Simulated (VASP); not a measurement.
Rh:

```
Rh
1.0
     0.00000    1.90299    1.90299
     1.90299    0.00000    1.90299
     1.90299    1.90299    0.00000
Rh
1
Direct
  0.00000 0.00000 0.00000
```

- Program: VASP 6.6.1
- Task: relaxation of cell and atoms
- Functional: PBEsol
- Potentials or basis: VASP PAW PBE potentials, release 64 (Rh_pv)
- Cutoff: 600 eV
- k mesh: 18 × 18 × 18
- Occupations: gaussian, width 0.1 eV
- Spin: no spin polarisation

At the start: pressure -6.0 GPa; volume 13.78 Å³/atom.

Question: How do energy, volume and symmetry change on relaxing?

Answer: Over 4 steps the energy falls by 5.5 meV/atom and the volume is 13.49 Å³/atom (-2.1 %); space group Fm-3m (No. 225, to 0.05 Å).

Step by step:
```
step  energy change (eV)  largest force (eV/Å)  pressure (GPa)  volume (Å³)
   1              0.0000                0.0000           -5.97        13.78
   2              0.0332                0.0000           18.45        12.78
   3             -0.0055                0.0000           -0.15        13.50
   4             -0.0055                0.0000            0.04        13.49
```

Final structure:
```xyz
1
Lattice="0.0000 1.8896 1.8896 1.8896 0.0000 1.8896 1.8896 1.8896 0.0000" Properties=species:S:1:pos:R:3 pbc="T T T"
Rh    1.8896    1.8896    0.0000
```

Caveat: the PAW data sets were made with another functional, which shifts forces and pressure a little.
